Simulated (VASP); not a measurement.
Ge2N:

```xyz
3
Lattice="1.4937 0.8624 6.0284 -1.4937 0.8624 6.0284 0.0000 -1.7248 6.0284" Properties=species:S:1:pos:R:3 pbc="T T T"
Ge    0.0000    0.0000    4.6428
Ge    0.0000    0.0000   13.4423
N     0.0000    0.0000    0.0000
```

The cell was generated, and may not be a known phase.

Base run:

- Program: VASP 6.6.1
- Functional: PBE
- Potentials or basis: VASP PAW PBE potentials, release 64 (Ge_d, N)
- Cutoff: 520 eV
- k mesh: 18 × 18 × 18
- Occupations: gaussian, width 0.1 eV
- Spin: no spin polarisation

Its results: band gap on the k mesh zero (an odd number of electrons rules out a gap without spin polarisation); pressure 0.0 GPa; largest force 0.036 eV/Å.

Q: The run is repeated on the same cell with these changes: dispersion from none to D4. What comes out?

A: Band gap on the k mesh zero (an odd number of electrons rules out a gap without spin polarisation); pressure -2.7 GPa; largest force 0.033 eV/Å.

Dispersion adds attraction, which lowers the pressure at fixed volume and, as a term added to the energy, leaves the levels alone.

Caveats: an odd number of electrons without spin polarisation forces a metal; a magnetic or distorted state may lie lower.
